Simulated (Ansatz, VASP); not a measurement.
## RbBr: VASP beside Ansatz

```
CELL_PARAMETERS angstrom
4.12608 0.00000 0.00000
0.00000 4.12608 0.00000
0.00000 0.00000 4.12608
ATOMIC_POSITIONS crystal
Rb 0.00000 0.00000 0.00000
Br 0.50000 0.50000 0.50000
```

Alike in both runs: task single point; functional PBE-based screened hybrid; k mesh 4 × 4 × 4; occupations fermi-dirac, width 0.05 eV; no spin polarisation.

|  | VASP | Ansatz |
| --- | --- | --- |
| version | VASP 6.6.1 | Ansatz 0.2.0 |
| potentials or method | VASP PAW PBE potentials, release 64 (Rb_sv, Br) | Ansatz PAW |
| plane-wave cutoff (eV) | 520 | 420 |
| valence electrons in the cell | 16 | 16 |

|  | VASP | Ansatz | Ansatz less VASP |
| --- | --- | --- | --- |
| gap on the k mesh at the Fermi level (eV) | 5.53 | 5.53 | -0.001 |
| least direct gap on the mesh (eV) | 5.70 | 5.70 | -0.001 |
| pressure (GPa) | 0.4 | 0.4 | 0.00 |

VASP's potentials were made for PBE, not for PBE-based screened hybrid.
